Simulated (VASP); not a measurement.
# InSe in VASP: further runs, part 2 of 2

VASP 6.6.1. Earlier steps stand in the parts before.

## 5. Single point, PBE+D3(BJ)

This run uses another cell than the first one.

File INCAR:

```
PREC = Accurate ; ENCUT = 520
EDIFF = 1E-7 ; ISMEAR = 0
SIGMA = 0.02 ; LREAL = F
LASPH = T ; NELM = 60
ALGO = Normal ; ISIF = 2
LWAVE = F ; LCHARG = F
LDIPOL = T ; IDIPOL = 3
DIPOL = 0.5 0.5 0.500 ; GGA = PE
IVDW = 12 ; NBANDS = 27
```

File KPOINTS:

```
Automatic mesh
0
Gamma
  9 9 1
```

File POSCAR:

```
InSe
1.0
    4.2280000000      0.0000000000      0.0000000000
   -2.1140000000      3.6615554072      0.0000000000
    0.0000000000      0.0000000000     36.7199571806
Se In
2 2
Direct
    0.0000000000      0.0000000000      0.4218950696
    0.0000000000      0.0000000000      0.5780771689
    0.6666666667      0.3333333333      0.4594644305
    0.6666666667      0.3333333333      0.5405078700
```

Potentials or basis: VASP PAW PBE potentials, release 64 (Se, In_d).

The run is started by

```
$ cat potpaw_PBE.64/Se/POTCAR potpaw_PBE.64/In_d/POTCAR > POTCAR
$ mpirun -np 1 vasp_std > vasp.out
```

OUTCAR:

```text
PREC = Accurate
   ENCUT = 520
   EDIFF = 1E-7
   ISMEAR = 0
   LREAL = F
   LASPH = T
   NELM = 60
   ISIF = 2
   GGA = PE
   IVDW = 12
 IVDW          = 12

 ion  position               nearest neighbor table
   1  0.000  0.000  0.422-   3 2.80   3 2.80   3 2.80
   2  0.000  0.000  0.578-   4 2.80   4 2.80   4 2.80
   3  0.667  0.333  0.459-   1 2.80   1 2.80   1 2.80   4 2.98
   4  0.667  0.333  0.541-   2 2.80   2 2.80   2 2.80   3 2.98

  LATTYP: Found a hexagonal cell.
 ALAT       =     4.2280000000
 C/A-ratio  =     8.6849472991

  Lattice vectors:

 A1 = (   4.2280000000,   0.0000000000,   0.0000000000)
 A2 = (  -2.1140000000,   3.6615554072,   0.0000000000)
 A3 = (   0.0000000000,   0.0000000000,  36.7199571806)

Analysis of symmetry for initial positions (statically):
=====================================================================
 Subroutine PRICEL returns:
 Original cell was already a primitive cell.

 Routine SETGRP: Setting up the symmetry group for a
 hexagonal supercell.

 Subroutine GETGRP returns: Found 12 space group operations
 (whereof  6 operations were pure point group operations)
 out of a pool of 24 trial point group operations.

The static configuration has the point symmetry C_3v.
 The point group associated with its full space group is D_3h.

Analysis of symmetry for dynamics (positions and initial velocities):
=====================================================================
 Subroutine PRICEL returns:
 Original cell was already a primitive cell.

 Routine SETGRP: Setting up the symmetry group for a
 hexagonal supercell.

 Subroutine GETGRP returns: Found 12 space group operations
 (whereof  6 operations were pure point group operations)
 out of a pool of 24 trial point group operations.

The dynamic configuration has the point symmetry C_3v.
 The point group associated with its full space group is D_3h.

 Subroutine INISYM returns: Found 12 space group operations
 (whereof  6 operations are pure point group operations),
 and found     1 'primitive' translations

----------------------------------------------------------------------------------------

                                     Primitive cell

  volume of cell :     568.4637

  direct lattice vectors                    reciprocal lattice vectors
     4.228000000  0.000000000  0.000000000     0.236518448  0.136553990  0.000000000
    -2.114000000  3.661555407  0.000000000     0.000000000  0.273107980  0.000000000
     0.000000000  0.000000000 36.719957181     0.000000000  0.000000000  0.027233147

  length of vectors
     4.228000000  4.228000000 36.719957181     0.273107980  0.273107980  0.027233147

  position of ions in fractional coordinates (direct lattice)
     0.000000000  0.000000000  0.421895070
     0.000000000  0.000000000  0.578077169
     0.666666667  0.333333333  0.459464430
     0.666666667  0.333333333  0.540507870

  ion indices of the primitive-cell ions
   primitive index   ion index
                 1           1
                 2           2
                 3           3
                 4           4

----------------------------------------------------------------------------------------
[... 36 lines left out ...]
  0.222222  0.222222  0.000000      6.000000
  0.333333  0.222222  0.000000     12.000000
  0.333333  0.333333  0.000000      2.000000
   k-points           NKPTS =     12   k-points in BZ     NKDIM =     12   number of bands    NBANDS=     27
   number of dos      NEDOS =    301   number of ions     NIONS =      4
   total plane-waves  NPLWV = 286720
   dimension x,y,z NGX =    32 NGY =   32 NGZ =  280
   dimension x,y,z NGXF=    64 NGYF=   64 NGZF=  560
   ions per type =               2   2
   NGX,Y,Z   is equivalent  to a cutoff of  12.58, 12.58, 12.68 a.u.
   NGXF,Y,Z  is equivalent  to a cutoff of  25.16, 25.16, 25.35 a.u.
 SYSTEM =  unknown system
   PREC   = accura    normal or accurate (medium, high low for compatibility)
   ISTART =      0    job   : 0-new  1-cont  2-samecut
   ICHARG =      2    charge: 1-file 2-atom 10-const
   ISPIN  =      1    spin polarized calculation?
   LNONCOLLINEAR =      F non collinear calculations
   LSORBIT =      F    spin-orbit coupling
   LASPH  =      T    aspherical Exc in radial PAW
   ENCUT  =  520.0 eV  38.22 Ry    6.18 a.u.   7.86  7.86 68.27*2*pi/ulx,y,z
   NELM   =     60;   NELMIN=  2; NELMDL= -5     # of ELM steps
   EDIFF  = 0.1E-06   stopping-criterion for ELM
   LREAL  =      F    real-space projection
   EDIFFG = 0.1E-05   stopping-criterion for IOM
   NSW    =      0    number of steps for IOM
   IBRION =     -1    ionic relax: 0-MD 1-quasi-New 2-CG
   NFREE  =      0    steps in history (QN), initial steepest desc. (CG)
   ISIF   =      2    stress and relaxation
   ISYM   =      2    0-nonsym 1-usesym 2-fastsym
   POTIM  = 0.5000    time-step for ionic-motion
   TEBEG  =    0.0;   TEEND  =   0.0 temperature during run
   PSTRESS=    0.0 pullay stress
   NELECT =      38.0000    total number of electrons
   NUPDOWN=      -1.0000    fix difference up-down
   EMIN   =  10.00;   EMAX   =-10.00  energy-range for DOS
   EFERMI =   0.00;   METHOD = LEGACY
   ISMEAR =     0;   SIGMA  =   0.02  broadening in eV -4-tet -1-fermi 0-gaus
   EFERMI_NEDOS =   21; number of points for ismear=-14 and -15
   IALGO  =     38    algorithm
   IMIX   =      4    mixing-type and parameters
     AMIX     =   0.40;   BMIX     =  1.00
     AMIX_MAG =   1.60;   BMIX_MAG =  1.00
  volume/ion in A,a.u.               =     142.12       959.05
  Fermi-wavevector in a.u.,A,eV,Ry     =   0.664408  1.255550  6.006136  0.441439
  Thomas-Fermi vector in A             =   1.738087
   LORBIT       =      0    0 simple, 1 ext, 2 COOP (PROOUT), +10 PAW based schemes
   GGA     = PE    functional components
   LHFCALC =     F    Hartree Fock is set to
   AEXX    =    0.0000 exact exchange contribution
   IVDW    =    12    specifies the selected vdW correction
   LEPSILON=     F    determine dielectric tensor
   LRPA    =     F    only Hartree local field effects (RPA)
 non-spin polarized calculation
 Gauss-broadening in eV      SIGMA  =   0.02
  energy-cutoff  :      520.00
  volume of cell :      568.46
 maximum number of plane-waves:     15390
 NGX is ok and might be reduce to    32
   NGX = 15   NGY = 15   NGZ =137

 dipolmoment           0.000000      0.000000      0.000000 electrons x Angstroem

 number of electron      38.0000007 magnetization

 dipolmoment           0.000000      0.000000     -0.000014 electrons x Angstroem

 Free energy of the ion-electron system (eV)
  ---------------------------------------------------
  ext. energy  EPLUGINS =         0.00000000
  ---------------------------------------------------
  free energy    TOTEN  =       -13.94229864 eV

  energy without entropy =      -13.94229864  energy(sigma->0) =      -13.94229864

 E-fermi :  -3.9977     XC(G=0):  -2.2494

 val. band max:       -4.1498493642   @ k =   0.1111  -0.0000   0.0000
 cond. band min:      -2.9599777208   @ k =   0.0000   0.0000   0.0000
 fundamental gap:      1.1898716434
 Fermi energy:        -3.9977332042

 k-point     1 :       0.0000    0.0000    0.0000
  band No.  band energies     occupation
      1     -18.0005      2.00000
      2     -17.8893      2.00000
      3     -17.8893      2.00000
      4     -17.8452      2.00000
      5     -17.8452      2.00000
      6     -17.8406      2.00000
[... 349 lines left out ...]
     26       3.1689      0.00000
     27       3.7841      0.00000

------------------------ aborting loop because EDIFF is reached ----------------------------------------

 vacuum level on the upper side and lower side of the slab       (xc-potential included)        -0.005        -0.005

 Edisp (eV)   -0.76300

 E8    (eV) :    -0.3665

  FORCE on cell =-STRESS in cart. coord.  units (eV):
  Direction    XX          YY          ZZ          XY          YZ          ZX
  --------------------------------------------------------------------------------------
  -------------------------------------------------------------------------------------
  Total      -4.41049    -4.41049    -4.61276     0.00000     0.00000     0.00000
  in kB     -12.43067   -12.43067   -13.00075     0.00000     0.00000     0.00000
  external pressure =      -12.62 kB  Pullay stress =        0.00 kB

 VOLUME and BASIS-vectors are now :
 -----------------------------------------------------------------------------
  energy-cutoff  :      520.00
  volume of cell :      568.46
      direct lattice vectors                 reciprocal lattice vectors
     4.228000000  0.000000000  0.000000000     0.236518448  0.136553990  0.000000000
    -2.114000000  3.661555407  0.000000000     0.000000000  0.273107980  0.000000000
     0.000000000  0.000000000 36.719957181     0.000000000  0.000000000  0.027233147

 POSITION                                       TOTAL-FORCE (eV/Angst)
 -----------------------------------------------------------------------------------
      0.00000      0.00000     15.49197        -0.000000      0.000000      0.993700
      0.00000      0.00000     21.22697        -0.000000      0.000000     -0.993700
      2.11400      1.22052     16.87151         0.000000     -0.000000     -0.372792
      2.11400      1.22052     19.84743         0.000000     -0.000000      0.372792
 -----------------------------------------------------------------------------------
    total drift:                                0.000000     -0.000000     -0.001643

  FREE ENERGIE OF THE ION-ELECTRON SYSTEM (eV)
  ---------------------------------------------------
  free  energy   TOTEN  =       -14.7053006059 eV

  energy  without entropy=      -14.7053006059  energy(sigma->0) =      -14.70530061

 vacuum level on the upper side and lower side of the slab         1.949         1.949
```

OSZICAR:

```text
N       E                     dE             d eps       ncg     rms          rms(c)
DAV:   1     0.289700336194E+03    0.28970E+03   -0.14251E+04   728   0.104E+03
DAV:   2     0.200632900418E+02   -0.26964E+03   -0.26533E+03   805   0.258E+02
DAV:   3    -0.133592553729E+02   -0.33423E+02   -0.33172E+02   853   0.110E+02
[... 17 lines left out ...]
DAV:  21    -0.139422976928E+02   -0.76686E-06   -0.99527E-09   581   0.359E-04    0.167E-04
DAV:  22    -0.139422981725E+02   -0.47969E-06   -0.46384E-09   537   0.269E-04    0.567E-05
DAV:  23    -0.139422984133E+02   -0.24077E-06   -0.10346E-09   553   0.219E-04    0.498E-05
DAV:  24    -0.139422985923E+02   -0.17897E-06   -0.57602E-10   549   0.202E-04    0.218E-05
DAV:  25    -0.139422986444E+02   -0.52104E-07    0.11794E-09   516   0.979E-05
   1 F= -.14705301E+02 E0= -.14705301E+02  d E =-.629482E-28
```

Run time: 3.7 min. Hardware: 1 thread of AMD EPYC 7R13 (Zen 3), shared host; peak memory 0.63 GiB.

Results:

```yaml
Free_energy: -14.7053 eV
Largest_force: 0.994 eV/Å
Band_gap_on_the_k_mesh: 1.19 eV (least direct gap 1.23 eV)
Dispersion_energy_per_atom: -0.191 eV
```

Forces in eV/Å, atoms in the order of the input:
```
Se   0.000  0.000  0.994
Se   0.000  0.000 -0.994
In   0.000  0.000 -0.373
In   0.000  0.000  0.373
```

Levels at points of the mesh, in eV from the valence-band top:
```tsv
k point	band 15	band 16	band 17	band 18	band 19	band 20	band 21	band 22	band 23	band 24
(0.00, 0.00, 0.00)	-0.39	-0.39	-0.34	-0.34	-0.04	1.19	2.49	4.78	4.78	5.66
```

Caveat: spin-orbit coupling is left out, which moves the levels of the heavy elements.

## 6. The runs side by side

| cell | gap on the mesh (eV) | largest force (eV/Å) |
| --- | --- | --- |
| a = 4.027, b = 4.027, c = 36.720 Å, angles 90.0, 90.0, 120.0°, 4 atoms, atomic positions A | 1.54 | 0.41 |
| a = 4.228, b = 4.228, c = 36.720 Å, angles 90.0, 90.0, 120.0°, 4 atoms, atomic positions B | 1.05 | 0.81 |
| a = 4.228, b = 4.228, c = 36.720 Å, angles 90.0, 90.0, 120.0°, 4 atoms, atomic positions C | 1.13 | 0.72 |
| a = 4.228, b = 4.228, c = 36.720 Å, angles 90.0, 90.0, 120.0°, 4 atoms, atomic positions D | 1.19 | 0.99 |

Alike in all rows: task single point; level PBE+D3(BJ); potentials or basis VASP PAW PBE potentials, release 64 (Se, In_d); no spin polarisation; k mesh 9 × 9 × 1; cutoff (eV) 520; smearing gaussian 0.02 eV.

Caveats: spin-orbit coupling is left out, which moves the levels of the heavy elements.

Absolute energies hang on the potentials; compare differences alone.
